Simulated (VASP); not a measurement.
**SiC: single point with r2SCAN**

SiC:

```
Si C
1.0
     0.00000    2.06675    2.06675
     2.06675    0.00000    2.06675
     2.06675    2.06675    0.00000
Si C
1 1
Direct
  0.25000 0.25000 0.25000
  0.00000 0.00000 0.00000
```

This cell differs from its parent crystal: strain -5.1%.

* Program: VASP 6.6.1
* Task: single point
* Functional: r2SCAN
* Potentials or basis: VASP PAW PBE potentials, release 64 (Si, C)
* Cutoff: 520 eV
* k mesh: 10 × 10 × 10
* Occupations: gaussian, width 0.01 eV
* Spin: no spin polarisation

The pressure is 48.0 GPa. The band gap on the k mesh is 1.61 eV, indirect (least direct gap 5.24 eV).

Levels at points of the mesh, in eV from the valence-band top:
```
           k point  band 1  band 2  band 3  band 4  band 5  band 6  band 7  band 8
(0.00, 0.00, 0.00)  -17.50    0.00    0.00    0.00    8.87    9.13    9.13    9.13
(0.50, 0.00, 0.00)  -13.24   -9.74   -1.13   -1.13    7.60    8.48    8.48   11.94
(0.50, 0.50, 0.00)  -11.60   -8.60   -3.64   -3.64    1.61    5.49   17.18   17.18
```

It took 16 s on 1 thread of Intel(R) Xeon(R) Platinum 8481C CPU @ 2.70GHz (Sapphire Rapids), with other jobs on the host, peak memory 0.13 GiB.

Caveat: the cell differs from its parent crystal (strain -5.1%); the PAW data sets were made with another functional, which shifts forces and pressure a little. A k mesh can miss the band edges.
